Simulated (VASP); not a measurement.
# Ta (Fmmm) in VASP: notebook

The runs below take Ta through single point, with PBEsol.

All numbers are computed with VASP 6.6.1; they aren't measurements. Logs are shortened: lines on timing, memory, paths and dates and some standing lists are left out, and cuts for length are marked.

### 1 The cell of the first run

Symmetry: Fmmm, No. 69, orthorhombic system. Conventional cell: a = 3.111 Å, b = 4.713 Å, c = 10.046 Å, α = 90.00°, β = 90.00°, γ = 90.00°. Within 3.6 Å of Ta (site symmetry mm2) lie 11 Ta at 2.72 to 3.30 Å.

### 2 Single point, PBEsol

The input, INCAR:

```
SYSTEM = Ta
ALGO = Normal ; EDIFF = 1E-6
ENCUT = 520 ; GGA = PS
ISIF = 2 ; ISMEAR = 0
LASPH = .TRUE. ; LCHARG = .FALSE.
LREAL = .FALSE. ; LWAVE = .FALSE.
NBANDS = 30 ; NELM = 100
PREC = Accurate ; SIGMA = 0.1
```

The input, KPOINTS:

```
k-points
0
G
  6 6 4
  0 0 0
```

The input, POSCAR:

```
Ta
1.0
    1.5555590333     -5.0231194276      0.0000000000
    1.5555590333      5.0231194276      0.0000000000
    0.0000000000      0.0000000000      4.7129250472
Ta
4
Direct
    0.1353056887      0.8646943113      1.0000003869
    0.6353056887      0.3646943113      0.4999996131
    0.8646943113      0.1353056887     -0.0000003869
    0.3646943113      0.6353056887      0.5000003869
```

Potentials or basis: VASP PAW PBE potentials, release 64 (Ta_pv).

Command:

```bash
$ cat potpaw_PBE.64/Ta_pv/POTCAR > POTCAR
$ mpirun -np 1 vasp_std > vasp.out
```

OUTCAR:

```text
SYSTEM = Ta
   EDIFF = 1E-6
   ENCUT = 520
   GGA = PS
   ISIF = 2
   ISMEAR = 0
   LASPH = .TRUE.
   LREAL = .FALSE.
   NELM = 100
   PREC = Accurate

 ion  position               nearest neighbor table
   1  0.135  0.865  0.000-   3 2.72   3 2.78   3 2.78   2 2.82   2 2.82   2 2.82   2 2.82   4 3.30
                             4 3.30
   2  0.635  0.365  0.500-   4 2.72   4 2.78   4 2.78   1 2.82   1 2.82   1 2.82   1 2.82   3 3.30
                             3 3.30
   3  0.865  0.135  1.000-   1 2.72   1 2.78   1 2.78   4 2.82   4 2.82   4 2.82   4 2.82   2 3.30
                             2 3.30
   4  0.365  0.635  0.500-   2 2.72   2 2.78   2 2.78   3 2.82   3 2.82   3 2.82   3 2.82   1 3.30
                             1 3.30

  LATTYP: Found a base centered orthorhombic cell.
 ALAT       =     3.1111180666
 B/A-ratio  =     3.2291409841
 C/A-ratio  =     1.5148653784

  Lattice vectors:

 A1 = (   1.5555590333,  -5.0231194276,   0.0000000000)
 A2 = (   1.5555590333,   5.0231194276,   0.0000000000)
 A3 = (   0.0000000000,   0.0000000000,   4.7129250472)

Analysis of symmetry for initial positions (statically):
=====================================================================
 Subroutine PRICEL returns following result:

  LATTYP: Found a face centered orthorhombic cell.
 ALAT       =     3.1111180666
 B/A-ratio  =     1.5148653784
 C/A-ratio  =     3.2291409841

  Lattice vectors:

 A1 = (   0.0000000000,  -5.0231194276,   2.3564588767)
 A2 = (   1.5555590333,  -5.0231194276,  -0.0000072937)
 A3 = (   1.5555590333,   0.0000000000,   2.3564588767)

   2 primitive cells build up your supercell.

 Routine SETGRP: Setting up the symmetry group for a
 base centered orthorhombic supercell.

 Subroutine GETGRP returns: Found  8 space group operations
 (whereof  8 operations were pure point group operations)
 out of a pool of  8 trial point group operations.

The static configuration has the point symmetry D_2h.

Analysis of symmetry for dynamics (positions and initial velocities):
=====================================================================
 Subroutine PRICEL returns following result:

  LATTYP: Found a face centered orthorhombic cell.
 ALAT       =     3.1111180666
 B/A-ratio  =     1.5148653784
 C/A-ratio  =     3.2291409841

  Lattice vectors:

 A1 = (   0.0000000000,  -5.0231194276,   2.3564588767)
 A2 = (   1.5555590333,  -5.0231194276,  -0.0000072937)
 A3 = (   1.5555590333,   0.0000000000,   2.3564588767)

   2 primitive cells build up your supercell.

 Routine SETGRP: Setting up the symmetry group for a
 base centered orthorhombic supercell.

 Subroutine GETGRP returns: Found  8 space group operations
 (whereof  8 operations were pure point group operations)
 out of a pool of  8 trial point group operations.

The dynamic configuration has the point symmetry D_2h.

 Subroutine INISYM returns: Found  8 space group operations
 (whereof  8 operations are pure point group operations),
 and found     2 'primitive' translations

----------------------------------------------------------------------------------------

                                     Primitive cell

  volume of cell :      36.8257

  direct lattice vectors                    reciprocal lattice vectors
     0.000000000 -5.023119428  2.356458877    -0.321427355 -0.099539894  0.212182454
     1.555559033 -5.023119428 -0.000007294     0.321427355 -0.099539586 -0.212182454
     1.555559033  0.000000000  2.356458877     0.321428350  0.099539586  0.212182454

  length of vectors
     5.548389606  5.258468664  2.823590329     0.397800363  0.397800286  0.397801090

  position of ions in fractional coordinates (direct lattice)
     0.135306285  0.135305092  0.864694908
     0.864695263  0.864693360  0.135306640

  ion indices of the primitive-cell ions
   primitive index   ion index
                 1           1
                 2           3

----------------------------------------------------------------------------------------

 KPOINTS: k-points

Automatic generation of k-mesh.
 Grid dimensions read from file:
 generate k-points for:    6    6    4

 Generating k-lattice:

  Cartesian coordinates                     Fractional coordinates (reciprocal lattice)
     0.053571309 -0.016589957  0.000000000     0.166666667 -0.000000000  0.000000000
     0.053571309  0.016589957  0.000000000    -0.000000000  0.166666667  0.000000000
     0.000000000  0.000000000  0.053045613     0.000000000  0.000000000  0.250000000

  Length of vectors
     0.056081296  0.056081296  0.053045613

  Shift w.r.t. Gamma in fractional coordinates (k-lattice)
     0.000000000  0.000000000  0.000000000

 Subroutine IBZKPT returns following result:
 ===========================================

 Found     39 irreducible k-points:

 Following reciprocal coordinates:
            Coordinates               Weight
  0.000000  0.000000  0.000000      1.000000
  0.166667 -0.000000  0.000000      4.000000
  0.333333  0.000000  0.000000      4.000000
  0.500000 -0.000000  0.000000      2.000000
  0.166667  0.166667  0.000000      2.000000
  0.333333  0.166667  0.000000      4.000000
[... 16 lines left out ...]
  0.333333  0.333333  0.250000      4.000000
  0.500000  0.333333  0.250000      8.000000
 [... further k-points ...]
   k-points           NKPTS =     39   k-points in BZ     NKDIM =     39   number of bands    NBANDS=     30
   number of dos      NEDOS =    301   number of ions     NIONS =      4
   total plane-waves  NPLWV =  57600
   dimension x,y,z NGX =    40 NGY =   40 NGZ =   36
   dimension x,y,z NGXF=    80 NGYF=   80 NGZF=   72
   ions per type =               4
   NGX,Y,Z   is equivalent  to a cutoff of  12.65, 12.65, 12.70 a.u.
   NGXF,Y,Z  is equivalent  to a cutoff of  25.29, 25.29, 25.40 a.u.
 SYSTEM =  Ta
   PREC   = accura    normal or accurate (medium, high low for compatibility)
   ISTART =      0    job   : 0-new  1-cont  2-samecut
   ICHARG =      2    charge: 1-file 2-atom 10-const
   ISPIN  =      1    spin polarized calculation?
   LNONCOLLINEAR =      F non collinear calculations
   LSORBIT =      F    spin-orbit coupling
   LASPH  =      T    aspherical Exc in radial PAW
   ENCUT  =  520.0 eV  38.22 Ry    6.18 a.u.   9.78  9.78  8.76*2*pi/ulx,y,z
   NELM   =    100;   NELMIN=  2; NELMDL= -5     # of ELM steps
   EDIFF  = 0.1E-05   stopping-criterion for ELM
   LREAL  =      F    real-space projection
   EDIFFG = 0.1E-04   stopping-criterion for IOM
   NSW    =      0    number of steps for IOM
   IBRION =     -1    ionic relax: 0-MD 1-quasi-New 2-CG
   NFREE  =      0    steps in history (QN), initial steepest desc. (CG)
   ISIF   =      2    stress and relaxation
   ISYM   =      2    0-nonsym 1-usesym 2-fastsym
   POTIM  = 0.5000    time-step for ionic-motion
   TEBEG  =    0.0;   TEEND  =   0.0 temperature during run
   PSTRESS=    0.0 pullay stress
   NELECT =      44.0000    total number of electrons
   NUPDOWN=      -1.0000    fix difference up-down
   EMIN   =  10.00;   EMAX   =-10.00  energy-range for DOS
   EFERMI =   0.00;   METHOD = LEGACY
   ISMEAR =     0;   SIGMA  =   0.10  broadening in eV -4-tet -1-fermi 0-gaus
   EFERMI_NEDOS =   21; number of points for ismear=-14 and -15
   IALGO  =     38    algorithm
   IMIX   =      4    mixing-type and parameters
     AMIX     =   0.40;   BMIX     =  1.00
     AMIX_MAG =   1.60;   BMIX_MAG =  1.00
  volume/ion in A,a.u.               =      18.41       124.26
  Fermi-wavevector in a.u.,A,eV,Ry     =   1.378792  2.605540 25.865607  1.901068
  Thomas-Fermi vector in A             =   2.503821
   LORBIT       =      0    0 simple, 1 ext, 2 COOP (PROOUT), +10 PAW based schemes
   GGA     = PS    functional components
   LHFCALC =     F    Hartree Fock is set to
   AEXX    =    0.0000 exact exchange contribution
   IVDW    =     0    specifies the selected vdW correction
   LEPSILON=     F    determine dielectric tensor
   LRPA    =     F    only Hartree local field effects (RPA)
 non-spin polarized calculation
 Gauss-broadening in eV      SIGMA  =   0.10
  energy-cutoff  :      520.00
  volume of cell :       73.65
 maximum number of plane-waves:      1996
   NGX = 19   NGY = 19   NGZ = 17

 number of electron      44.0000002 magnetization

 Free energy of the ion-electron system (eV)
  ---------------------------------------------------
  ext. energy  EPLUGINS =         0.00000000
  ---------------------------------------------------
  free energy    TOTEN  =       -48.58210901 eV

  energy without entropy =      -48.56849190  energy(sigma->0) =      -48.57530046

 E-fermi :   5.5991     XC(G=0): -12.5603

 val. band max:        5.5808580668   @ k =   0.3333   0.0000   0.2500
 cond. band min:       5.6184218321   @ k =  -0.1667   0.1667   0.0000
 fundamental gap:      0.0375637652
 Fermi energy:         5.5991477147

 k-point     1 :       0.0000    0.0000    0.0000
  band No.  band energies     occupation
      1     -29.2931      2.00000
      2     -29.1022      2.00000
      3     -28.9844      2.00000
      4     -28.8017      2.00000
      5     -28.5036      2.00000
      6     -28.3204      2.00000
[... 22 lines left out ...]
     29       8.7696      0.00000
     30       8.8369      0.00000

 k-point     2 :       0.1667   -0.0000    0.0000
  band No.  band energies     occupation
      1     -29.2204      2.00000
      2     -29.0077      2.00000
      3     -28.9593      2.00000
      4     -28.7315      2.00000
      5     -28.5864      2.00000
      6     -28.3689      2.00000
[... 22 lines left out ...]
     29       8.7640      0.00000
     30       8.8548      0.00000

 k-point     3 :       0.3333    0.0000    0.0000
  band No.  band energies     occupation
      1     -29.0583      2.00000
      2     -28.9336      2.00000
      3     -28.7517      2.00000
      4     -28.7316      2.00000
      5     -28.5497      2.00000
      6     -28.5410      2.00000
[... 682 lines left out ...]
     29       8.3273      0.00000
     30       9.8378      0.00000

 k-point    24 :       0.5000    0.3333    0.2500
  band No.  band energies     occupation
      1     -28.8489      2.00000
      2     -28.8302      2.00000
      3     -28.7783      2.00000
      4     -28.5870      2.00000
      5     -28.5263      2.00000
      6     -28.4686      2.00000
[... 22 lines left out ...]
     29       8.2445      0.00000
     30       8.7295      0.00000

 [... further k-points ...]

------------------------ aborting loop because EDIFF is reached ----------------------------------------

  FORCE on cell =-STRESS in cart. coord.  units (eV):
  Direction    XX          YY          ZZ          XY          YZ          ZX
  --------------------------------------------------------------------------------------
  -------------------------------------------------------------------------------------
  Total        0.0625844      0.0850915      0.1117392      0.0000000      0.0000000      0.0000000
  in kB        1.3614324      1.8510422      2.4307233      0.0000000      0.0000000      0.0000000
  external PRESSURE =       1.8810660 kB  Pullay stress =       0.0000000 kB

 VOLUME and BASIS-vectors are now :
 -----------------------------------------------------------------------------
  energy-cutoff  :      520.00
  volume of cell :       73.65
      direct lattice vectors                 reciprocal lattice vectors
     1.555559033 -5.023119428  0.000000000     0.321427853 -0.099539740  0.000000000
     1.555559033  5.023119428  0.000000000     0.321427853  0.099539740  0.000000000
     0.000000000  0.000000000  4.712925047     0.000000000  0.000000000  0.212182454

 POSITION                                       TOTAL-FORCE (eV/Angst)
 -----------------------------------------------------------------------------------
      1.55556      3.66381      0.00000         0.000000      0.007291      0.000000
      1.55556     -1.35931      2.35646         0.000000      0.007291      0.000000
      1.55556     -3.66381      4.71292         0.000000     -0.007291      0.000000
      1.55556      1.35931      2.35646         0.000000     -0.007291      0.000000
 -----------------------------------------------------------------------------------
    total drift:                                0.000000     -0.000000      0.000000

  FREE ENERGIE OF THE ION-ELECTRON SYSTEM (eV)
  ---------------------------------------------------
  free  energy   TOTEN  =       -48.5821090104 eV

  energy  without entropy=      -48.5684919038  energy(sigma->0) =      -48.57530046
```

It took 1.8 min on 1 thread of Intel Xeon Platinum 8488C (Sapphire Rapids), shared host; peak memory 0.25 GiB.

Results:

```yaml
Free_energy: -48.5821 eV
Pressure: 0.2 GPa
Largest_force: 0.007 eV/Å
Band_gap_on_the_k_mesh: zero (band 22 reaches 6.14 eV, above the bottom of band 23 at 4.88 eV)
```

Forces on the atoms (eV/Å):
```
Ta   0.000  0.007  0.000
Ta   0.000  0.007  0.000
Ta   0.000 -0.007  0.000
Ta   0.000 -0.007  0.000
```

Stress tensor (GPa, compression positive):
```
0.14 0.00 0.00
0.00 0.19 0.00
0.00 0.00 0.24
```

Caveat: the PAW data sets were made with another functional, which shifts forces and pressure a little; spin-orbit coupling is left out, which moves the levels of the heavy elements.

### 3 Single point, PBEsol

This run uses another cell than the first one: it holds 2 atoms, not 4.

The input, INCAR:

```
SYSTEM = Ta
PREC     = Accurate       ! precision mode
ENCUT    = 520            ! plane-wave cutoff, eV
EDIFF    = 1E-6           ! SCF threshold, eV
ISMEAR   = 0              ! smearing method
SIGMA    = 0.1            ! smearing width, eV
LREAL    = .False.        ! projectors in reciprocal space
LASPH    = .True.         ! aspherical terms in the spheres
NELM     = 100            ! most SCF steps
ALGO     = Normal         ! electronic algorithm
ISIF     = 2              ! what is computed and relaxed
LWAVE    = .False.        ! write WAVECAR
LCHARG   = .False.        ! write CHGCAR
GGA      = PS             ! functional
NBANDS   = 18             ! bands
```

The input, KPOINTS:

```
Automatic mesh
0
Gamma
  22 22 22
  0 0 0
```

The input, POSCAR:

```
Ta
1.0
    0.0000000000      2.3658152721      5.0151113425
    1.5553488993      0.0000000000      5.0151113425
    1.5553488993      2.3658152721      0.0000000000
Ta
2
Direct
    0.8649005325      0.8649005325      0.1350994675
    0.1350994675      0.1350994675      0.8649005325
```

Potentials or basis: VASP PAW PBE potentials, release 64 (Ta_pv).

Command:

```bash
$ cat potpaw_PBE.64/Ta_pv/POTCAR > POTCAR
$ mpirun -np 1 vasp_std > vasp.out
```

OUTCAR:

```text
SYSTEM = Ta
   PREC = Accurate
   ENCUT = 520
   EDIFF = 1E-6
   ISMEAR = 0
   LREAL = .False.
   LASPH = .True.
   NELM = 100
   ISIF = 2
   GGA = PS

 ion  position               nearest neighbor table
   1  0.865  0.865  0.135-   2 2.71   2 2.78   2 2.78   2 3.30   2 3.30
   2  0.135  0.135  0.865-   1 2.71   1 2.78   1 2.78   1 3.30   1 3.30

  LATTYP: Found a face centered orthorhombic cell.
 ALAT       =     3.1106977986
 B/A-ratio  =     1.5210833230
 C/A-ratio  =     3.2244285155

  Lattice vectors:
[... 694 lines left out ...]

  FORCE on cell =-STRESS in cart. coord.  units (eV):
  Direction    XX          YY          ZZ          XY          YZ          ZX
  --------------------------------------------------------------------------------------
  -------------------------------------------------------------------------------------
  Total        0.0378335      0.0421216      0.0501788      0.0000000      0.0000000      0.0000000
  in kB        1.6423576      1.8285056      2.1782695      0.0000000      0.0000000      0.0000000
  external PRESSURE =       1.8830442 kB  Pullay stress =       0.0000000 kB

 VOLUME and BASIS-vectors are now :
 -----------------------------------------------------------------------------
  energy-cutoff  :      520.00
  volume of cell :       36.91
      direct lattice vectors                 reciprocal lattice vectors
     0.000000000  2.365815272  5.015111343    -0.321471279  0.211343635  0.099698684
     1.555348899  0.000000000  5.015111343     0.321471279 -0.211343635  0.099698684
     1.555348899  2.365815272  0.000000000     0.321471279  0.211343635 -0.099698684

 POSITION                                       TOTAL-FORCE (eV/Angst)
 -----------------------------------------------------------------------------------
      1.55535      2.36582      8.67514         0.000000      0.000000     -0.003410
      1.55535      2.36582      1.35508         0.000000      0.000000      0.003410
 -----------------------------------------------------------------------------------
    total drift:                               -0.000000     -0.000000     -0.000000

  FREE ENERGIE OF THE ION-ELECTRON SYSTEM (eV)
  ---------------------------------------------------
  free  energy   TOTEN  =       -24.2600930702 eV

  energy  without entropy=      -24.2519433115  energy(sigma->0) =      -24.25601819
```

OSZICAR:

```text
N       E                     dE             d eps       ncg     rms          rms(c)
DAV:   1     0.169789726141E+03    0.16979E+03   -0.12756E+04 55160   0.126E+03
DAV:   2    -0.210265857779E+02   -0.19082E+03   -0.18749E+03 67624   0.357E+02
DAV:   3    -0.252960510356E+02   -0.42695E+01   -0.42139E+01 64036   0.504E+01
DAV:   4    -0.253296049390E+02   -0.33554E-01   -0.33477E-01 62700   0.456E+00
DAV:   5    -0.253298422144E+02   -0.23728E-03   -0.23726E-03 61706   0.371E-01    0.195E+01
DAV:   6    -0.244778313907E+02    0.85201E+00   -0.13260E+00 57468   0.862E+00    0.949E+00
DAV:   7    -0.242649224560E+02    0.21291E+00   -0.66424E-01 63726   0.621E+00    0.805E-01
DAV:   8    -0.242610576902E+02    0.38648E-02   -0.86056E-03 62080   0.746E-01    0.320E-01
DAV:   9    -0.242601004783E+02    0.95721E-03   -0.15716E-03 63034   0.339E-01    0.790E-02
DAV:  10    -0.242600961200E+02    0.43583E-05   -0.13290E-04 58880   0.732E-02    0.258E-02
DAV:  11    -0.242600931442E+02    0.29758E-05   -0.16003E-05 62890   0.349E-02    0.467E-03
DAV:  12    -0.242600930702E+02    0.73987E-07   -0.68552E-07 31958   0.735E-03
   1 F= -.24260093E+02 E0= -.24256018E+02  d E =-.814976E-02
```

It took 23 min on 1 thread of Intel Xeon Platinum 8488C (Sapphire Rapids), shared host; peak memory 0.88 GiB.

Results:

| Item | Value |
| --- | --- |
| Free energy | -24.2601 eV |
| Pressure | 0.2 GPa |
| Largest force | 0.003 eV/Å |
| Band gap on the k mesh | zero (band 11 reaches 6.29 eV, above the bottom of band 12 at 4.67 eV) |

Forces in eV/Å, atoms in the order of the input:
```
Ta   0.000  0.000 -0.003
Ta   0.000  0.000  0.003
```

Caveat: the PAW data sets were made with another functional, which shifts forces and pressure a little; spin-orbit coupling is left out, which moves the levels of the heavy elements.
